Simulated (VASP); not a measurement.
# LaB6 (Pm-3m) in VASP: notebook

Runs on LaB6. Level: BLYP+D3(BJ). Tasks: relaxation of the atoms.

Everything below comes from runs of VASP 6.6.1. Logs are shortened: lines on timing, memory, paths and dates and some standing lists are left out, and cuts for length are marked.

### 1 The cell of the first run

It takes space group Pm-3m (No. 221, cubic). The conventional cell has a = 4.110 Å, b = 4.110 Å, c = 4.110 Å, α = 90.00°, β = 90.00°, γ = 90.00°. Within 4.2 Å of La (site symmetry m-3m) lie 24 B at 3.02 Å and 6 La at 4.11 Å. B (site symmetry 4mm) has 5 B at 1.64 to 1.75 Å within 2.2 Å.

### 2 Relaxation of the atoms, BLYP+D3(BJ) (9.92 Å³/atom)

File INCAR:

```
AGGAC = 1.0
AGGAX = 1.0
ALDAC = 0.0
ALDAX = 1.0
ALGO = Normal
EDIFF = 1E-6
EDIFFG = -0.04
ENCUT = 520
GGA = B5
IBRION = 2
ISIF = 2
ISMEAR = 0
IVDW = 12
LASPH = True
LCHARG = False
LREAL = False
LWAVE = False
NELM = 60
NSW = 60
PREC = Accurate
SIGMA = 0.05
VDW_A1 = 0.4298
VDW_A2 = 4.2359
VDW_S6 = 1.0
VDW_S8 = 2.6996
```

File KPOINTS:

```
k-points
0
Gamma
  6 6 6
```

File POSCAR:

```
LaB6
1.0
    4.1102646754      0.0000000000      0.0000000000
    0.0000000000      4.1102646754      0.0000000000
    0.0000000000      0.0000000000      4.1102646754
La B
1 6
Direct
    0.0000000000      0.0000000000      0.0000000000
    0.1997467300      0.5000000000      0.5000000000
    0.8002532700      0.5000000000      0.5000000000
    0.5000000000      0.5000000000      0.1997467300
    0.5000000000      0.5000000000      0.8002532700
    0.5000000000      0.1997467300      0.5000000000
    0.5000000000      0.8002532700      0.5000000000
```

Potentials or basis: VASP PAW PBE potentials, release 64 (La, B).

Run with:

```console
cat potpaw_PBE.64/La/POTCAR potpaw_PBE.64/B/POTCAR > POTCAR
mpirun -np 1 vasp_std > vasp.out
```

OUTCAR:

```text
EDIFF = 1E-6
   EDIFFG = -0.04
   ENCUT = 520
   GGA = B5
   IBRION = 2
   ISIF = 2
   ISMEAR = 0
   IVDW = 12
   LASPH = True
   LREAL = False
   NELM = 60
   NSW = 60
   PREC = Accurate
 IVDW          = 12

 ion  position               nearest neighbor table
   1  0.000  0.000  0.000-
   2  0.200  0.500  0.500-   3 1.64   4 1.75   5 1.75   6 1.75   7 1.75
   3  0.800  0.500  0.500-   2 1.64   4 1.75   5 1.75   6 1.75   7 1.75
   4  0.500  0.500  0.200-   5 1.64   3 1.75   2 1.75   6 1.75   7 1.75
   5  0.500  0.500  0.800-   4 1.64   3 1.75   2 1.75   6 1.75   7 1.75
   6  0.500  0.200  0.500-   7 1.64   3 1.75   4 1.75   5 1.75   2 1.75
   7  0.500  0.800  0.500-   6 1.64   3 1.75   4 1.75   5 1.75   2 1.75

  LATTYP: Found a simple cubic cell.
 ALAT       =     4.1102646754

  Lattice vectors:

 A1 = (   4.1102646754,   0.0000000000,   0.0000000000)
 A2 = (   0.0000000000,   4.1102646754,   0.0000000000)
 A3 = (   0.0000000000,   0.0000000000,   4.1102646754)

Analysis of symmetry for initial positions (statically):
=====================================================================
 Subroutine PRICEL returns:
 Original cell was already a primitive cell.

 Routine SETGRP: Setting up the symmetry group for a
 simple cubic supercell.

 Subroutine GETGRP returns: Found 48 space group operations
 (whereof 48 operations were pure point group operations)
 out of a pool of 48 trial point group operations.

The static configuration has the point symmetry O_h .

Analysis of symmetry for dynamics (positions and initial velocities):
=====================================================================
 Subroutine PRICEL returns:
 Original cell was already a primitive cell.

 Routine SETGRP: Setting up the symmetry group for a
 simple cubic supercell.

 Subroutine GETGRP returns: Found 48 space group operations
 (whereof 48 operations were pure point group operations)
 out of a pool of 48 trial point group operations.

The dynamic configuration has the point symmetry O_h .

 Subroutine INISYM returns: Found 48 space group operations
 (whereof 48 operations are pure point group operations),
 and found     1 'primitive' translations

----------------------------------------------------------------------------------------

                                     Primitive cell

  volume of cell :      69.4399

  direct lattice vectors                    reciprocal lattice vectors
     4.110264675  0.000000000  0.000000000     0.243293335  0.000000000  0.000000000
     0.000000000  4.110264675  0.000000000     0.000000000  0.243293335  0.000000000
     0.000000000  0.000000000  4.110264675     0.000000000  0.000000000  0.243293335

  length of vectors
     4.110264675  4.110264675  4.110264675     0.243293335  0.243293335  0.243293335

  position of ions in fractional coordinates (direct lattice)
     0.000000000  0.000000000  0.000000000
     0.199746730  0.500000000  0.500000000
     0.800253270  0.500000000  0.500000000
     0.500000000  0.500000000  0.199746730
     0.500000000  0.500000000  0.800253270
     0.500000000  0.199746730  0.500000000
     0.500000000  0.800253270  0.500000000

  ion indices of the primitive-cell ions
   primitive index   ion index
                 1           1
                 2           2
                 3           3
                 4           4
                 5           5
                 6           6
                 7           7

----------------------------------------------------------------------------------------

 KPOINTS: k-points

Automatic generation of k-mesh.
 Grid dimensions read from file:
 generate k-points for:    6    6    6

 Generating k-lattice:

  Cartesian coordinates                     Fractional coordinates (reciprocal lattice)
     0.040548889  0.000000000  0.000000000     0.166666667  0.000000000  0.000000000
     0.000000000  0.040548889  0.000000000     0.000000000  0.166666667  0.000000000
     0.000000000  0.000000000  0.040548889     0.000000000  0.000000000  0.166666667

  Length of vectors
     0.040548889  0.040548889  0.040548889

  Shift w.r.t. Gamma in fractional coordinates (k-lattice)
     0.000000000  0.000000000  0.000000000

 Subroutine IBZKPT returns following result:
 ===========================================

 Found     20 irreducible k-points:

 Following reciprocal coordinates:
            Coordinates               Weight
  0.000000  0.000000  0.000000      1.000000
  0.166667  0.000000  0.000000      6.000000
  0.333333  0.000000  0.000000      6.000000
  0.500000  0.000000  0.000000      3.000000
  0.166667  0.166667  0.000000     12.000000
  0.333333  0.166667  0.000000     24.000000
[... 12 lines left out ...]
  0.500000  0.500000  0.333333      6.000000
  0.500000  0.500000  0.500000      1.000000
   k-points           NKPTS =     20   k-points in BZ     NKDIM =     20   number of bands    NBANDS=     18
   number of dos      NEDOS =    301   number of ions     NIONS =      7
   total plane-waves  NPLWV =  32768
   dimension x,y,z NGX =    32 NGY =   32 NGZ =   32
   dimension x,y,z NGXF=    64 NGYF=   64 NGZF=   64
   ions per type =               1   6
   NGX,Y,Z   is equivalent  to a cutoff of  12.94, 12.94, 12.94 a.u.
   NGXF,Y,Z  is equivalent  to a cutoff of  25.89, 25.89, 25.89 a.u.
 SYSTEM =  unknown system
   PREC   = accura    normal or accurate (medium, high low for compatibility)
   ISTART =      0    job   : 0-new  1-cont  2-samecut
   ICHARG =      2    charge: 1-file 2-atom 10-const
   ISPIN  =      1    spin polarized calculation?
   LNONCOLLINEAR =      F non collinear calculations
   LSORBIT =      F    spin-orbit coupling
   LASPH  =      T    aspherical Exc in radial PAW
   ENCUT  =  520.0 eV  38.22 Ry    6.18 a.u.   7.64  7.64  7.64*2*pi/ulx,y,z
   NELM   =     60;   NELMIN=  2; NELMDL= -5     # of ELM steps
   EDIFF  = 0.1E-05   stopping-criterion for ELM
   LREAL  =      F    real-space projection
   EDIFFG = -.4E-01   stopping-criterion for IOM
   NSW    =     60    number of steps for IOM
   IBRION =      2    ionic relax: 0-MD 1-quasi-New 2-CG
   NFREE  =      1    steps in history (QN), initial steepest desc. (CG)
   ISIF   =      2    stress and relaxation
   ISYM   =      2    0-nonsym 1-usesym 2-fastsym
   POTIM  = 0.5000    time-step for ionic-motion
   TEBEG  =    0.0;   TEEND  =   0.0 temperature during run
   PSTRESS=    0.0 pullay stress
   NELECT =      29.0000    total number of electrons
   NUPDOWN=      -1.0000    fix difference up-down
   EMIN   =  10.00;   EMAX   =-10.00  energy-range for DOS
   EFERMI =   0.00;   METHOD = LEGACY
   ISMEAR =     0;   SIGMA  =   0.05  broadening in eV -4-tet -1-fermi 0-gaus
   EFERMI_NEDOS =   21; number of points for ismear=-14 and -15
   IALGO  =     38    algorithm
   IMIX   =      4    mixing-type and parameters
     AMIX     =   0.40;   BMIX     =  1.00
     AMIX_MAG =   1.60;   BMIX_MAG =  1.00
  volume/ion in A,a.u.               =       9.92        66.94
  Fermi-wavevector in a.u.,A,eV,Ry     =   1.223689  2.312437 20.373563  1.497415
  Thomas-Fermi vector in A             =   2.358791
   LORBIT       =      0    0 simple, 1 ext, 2 COOP (PROOUT), +10 PAW based schemes
   GGA     = B5    functional components
   LHFCALC =     F    Hartree Fock is set to
   AEXX    =    0.0000 exact exchange contribution
   IVDW    =    12    specifies the selected vdW correction
   LEPSILON=     F    determine dielectric tensor
   LRPA    =     F    only Hartree local field effects (RPA)
 conjugate gradient relaxation of ions
 non-spin polarized calculation
 Gauss-broadening in eV      SIGMA  =   0.05
  energy-cutoff  :      520.00
  volume of cell :       69.44
 maximum number of plane-waves:      1890
 NGX is ok and might be reduce to    32
   NGX = 15   NGY = 15   NGZ = 15

--------------------------------------- Ionic step        1  -------------------------------------------

 number of electron      29.0000001 magnetization

 Free energy of the ion-electron system (eV)
  ---------------------------------------------------
  ext. energy  EPLUGINS =         0.00000000
  ---------------------------------------------------
  free energy    TOTEN  =       -44.10406405 eV

  energy without entropy =      -44.10199077  energy(sigma->0) =      -44.10302741

------------------------ aborting loop because EDIFF is reached ----------------------------------------

 Edisp (eV)   -4.19233

 E8    (eV) :    -3.0285

  FORCE on cell =-STRESS in cart. coord.  units (eV):
  Direction    XX          YY          ZZ          XY          YZ          ZX
  --------------------------------------------------------------------------------------
  -------------------------------------------------------------------------------------
  Total       0.34440     0.34440     0.34440     0.00000    -0.00000     0.00000
  in kB       7.94639     7.94639     7.94639     0.00000    -0.00000     0.00000
  external pressure =        7.95 kB  Pullay stress =        0.00 kB

 VOLUME and BASIS-vectors are now :
 -----------------------------------------------------------------------------
  energy-cutoff  :      520.00
  volume of cell :       69.44
      direct lattice vectors                 reciprocal lattice vectors
     4.110264675  0.000000000  0.000000000     0.243293335  0.000000000  0.000000000
     0.000000000  4.110264675  0.000000000     0.000000000  0.243293335  0.000000000
     0.000000000  0.000000000  4.110264675     0.000000000  0.000000000  0.243293335
[... 46 lines left out ...]
 POSITION                                       TOTAL-FORCE (eV/Angst)
 -----------------------------------------------------------------------------------
      4.11026      0.00000      0.00000         0.000000      0.000000      0.000000
      0.81463      2.05513      2.05513         0.286530      0.000000      0.000000
      3.29564      2.05513      2.05513        -0.286530     -0.000000      0.000000
      2.05513      2.05513      0.81463        -0.000000      0.000000      0.286530
      2.05513      2.05513      3.29564         0.000000     -0.000000     -0.286530
      2.05513      0.81463      2.05513         0.000000      0.286530      0.000000
      2.05513      3.29564      2.05513        -0.000000     -0.286530      0.000000
 -----------------------------------------------------------------------------------
    total drift:                                0.000000     -0.000000     -0.000000

  FREE ENERGIE OF THE ION-ELECTRON SYSTEM (eV)
  ---------------------------------------------------
  free  energy   TOTEN  =       -48.2934615133 eV

  energy  without entropy=      -48.2916630725  energy(sigma->0) =      -48.29256229

--------------------------------------- Ionic step        3  -------------------------------------------

 number of electron      29.0000001 magnetization

 Free energy of the ion-electron system (eV)
  ---------------------------------------------------
  ext. energy  EPLUGINS =         0.00000000
  ---------------------------------------------------
  free energy    TOTEN  =       -44.10485804 eV

  energy without entropy =      -44.10288014  energy(sigma->0) =      -44.10386909

 E-fermi :   9.4507     XC(G=0): -10.7403

 val. band max:        9.4346620180   @ k =   0.5000   0.3333   0.0000
 cond. band min:       9.5016789340   @ k =   0.1667   0.1667   0.0000
 fundamental gap:      0.0670169160
 Fermi energy:         9.4506704151

 k-point     1 :       0.0000    0.0000    0.0000
  band No.  band energies     occupation
      1     -23.7078      2.00000
      2      -7.4271      2.00000
      3      -7.4271      2.00000
      4      -7.4271      2.00000
      5      -6.2178      2.00000
      6       1.4104      2.00000
[... 10 lines left out ...]
     17       9.5468      0.00652
     18      10.9917      0.00000
[... 423 lines left out ...]
 POSITION                                       TOTAL-FORCE (eV/Angst)
 -----------------------------------------------------------------------------------
      0.00000      0.00000      0.00000        -0.000000      0.000000     -0.000000
      0.81898      2.05513      2.05513        -0.001167      0.000000      0.000000
      3.29128      2.05513      2.05513         0.001167      0.000000     -0.000000
      2.05513      2.05513      0.81898        -0.000000      0.000000     -0.001167
      2.05513      2.05513      3.29128        -0.000000      0.000000      0.001167
      2.05513      0.81898      2.05513        -0.000000     -0.001167      0.000000
      2.05513      3.29128      2.05513        -0.000000      0.001167     -0.000000
 -----------------------------------------------------------------------------------
    total drift:                               -0.000000     -0.000000     -0.000000

  FREE ENERGIE OF THE ION-ELECTRON SYSTEM (eV)
  ---------------------------------------------------
  free  energy   TOTEN  =       -48.2971979138 eV

  energy  without entropy=      -48.2952200143  energy(sigma->0) =      -48.29620896

 reached required accuracy - stopping structural energy minimisation
```

Wall time 3.2 min (1 thread of Intel Xeon 8259CL, shared host); peak memory 0.21 GiB.

What came out:

```
Free energy                : -48.2972 eV
Energy gained by relaxing  : 0.1 meV/atom
Ionic steps                : 3
Pressure after relaxing    : 0.7 GPa
Band gap on the k mesh     : zero (an odd number of electrons rules out a gap without spin polarisation)
Dispersion energy per atom : -0.599 eV
```

Step by step:
```tsv
step	energy change (eV)	largest force (eV/Å)	pressure (GPa)
1	0.0000	0.1323	0.79
2	0.0029	0.2865	0.52
3	-0.0008	0.0012	0.70
```

Final structure:
```
La B
1.0
     4.11026    0.00000    0.00000
     0.00000    4.11026    0.00000
     0.00000    0.00000    4.11026
La B
1 6
Direct
  0.00000 0.00000 0.00000
  0.19925 0.50000 0.50000
  0.80075 0.50000 0.50000
  0.50000 0.50000 0.19925
  0.50000 0.50000 0.80075
  0.50000 0.19925 0.50000
  0.50000 0.80075 0.50000
```

Caveat: the PAW data sets were made with another functional, which shifts forces and pressure a little; spin-orbit coupling is left out, which moves the levels of the heavy elements.

### 3 Relaxation of the atoms, BLYP+D3(BJ) (9.96 Å³/atom)

This run uses another cell than the first one, of 9.96 Å³/atom.

File INCAR:

```
SYSTEM = LaB6
PREC = Accurate
ENCUT = 520
EDIFF = 1E-7
ISMEAR = 0
SIGMA = 0.05
LREAL = .FALSE.
LASPH = .TRUE.
NELM = 80
ALGO = Normal
ISIF = 2
LWAVE = .FALSE.
LCHARG = .FALSE.
GGA = B5
ALDAX = 1.0
AGGAX = 1.0
AGGAC = 1.0
ALDAC = 0.0
IVDW = 12
VDW_S6 = 1.0
VDW_S8 = 2.6996
VDW_A1 = 0.4298
VDW_A2 = 4.2359
IBRION = 2
NSW = 60
EDIFFG = -0.01
```

File KPOINTS:

```
regular mesh
0
G
  6 6 6
  0 0 0
```

File POSCAR:

```
LaB6
1.0
    4.1163119759      0.0000000000      0.0000000000
    0.0000000000      4.1163119759      0.0000000000
    0.0000000000      0.0000000000      4.1163119759
La B
1 6
Direct
    0.0000000000      0.0000000000      0.0000000000
    0.1992704012      0.5000000000      0.5000000000
    0.8007295988      0.5000000000      0.5000000000
    0.5000000000      0.5000000000      0.1992704012
    0.5000000000      0.5000000000      0.8007295988
    0.5000000000      0.1992704012      0.5000000000
    0.5000000000      0.8007295988      0.5000000000
```

Potentials or basis: VASP PAW PBE potentials, release 64 (La, B).

Run with:

```console
cat potpaw_PBE.64/La/POTCAR potpaw_PBE.64/B/POTCAR > POTCAR
mpirun -np 1 vasp_std > vasp.out
```

Wall time 3.2 min (1 thread of Intel Xeon 8259CL, shared host); peak memory 0.21 GiB.

The run converged. Its results:

* Free energy: -48.2979 eV
* Energy gained by relaxing: 0.0 meV/atom
* Ionic steps: 3
* Pressure after relaxing: -0.1 GPa
* Band gap on the k mesh: zero (an odd number of electrons rules out a gap without spin polarisation)
* Dispersion energy per atom: -0.596 eV

Final structure:
```
La B
1.0
     4.11631    0.00000    0.00000
     0.00000    4.11631    0.00000
     0.00000    0.00000    4.11631
La B
1 6
Direct
  0.00000 0.00000 0.00000
  0.19931 0.50000 0.50000
  0.80069 0.50000 0.50000
  0.50000 0.50000 0.19931
  0.50000 0.50000 0.80069
  0.50000 0.19931 0.50000
  0.50000 0.80069 0.50000
```

Levels at points of the mesh, in eV from the Fermi level:
```tsv
k point	band 10	band 11	band 12	band 13	band 14	band 15	band 16	band 17	band 18
(0.00, 0.00, 0.00)	-7.11	-7.11	-1.92	-1.92	-1.92	0.10	0.10	0.10	1.53
(0.50, 0.00, 0.00)	-6.62	-3.54	-3.54	-3.39	-2.47	-1.56	1.28	1.59	1.59
(0.50, 0.50, 0.00)	-6.24	-4.54	-4.54	-3.08	-3.08	0.92	0.92	1.72	1.75
(0.50, 0.50, 0.50)	-4.75	-4.75	-2.58	-2.58	-2.58	1.31	1.54	1.54	1.54
```

Caveat: the PAW data sets were made with another functional, which shifts forces and pressure a little; spin-orbit coupling is left out, which moves the levels of the heavy elements.

(Part 1 of 2 ends here.)

The gap in the log of VASP goes by the Fermi energy; the results here count the filled bands.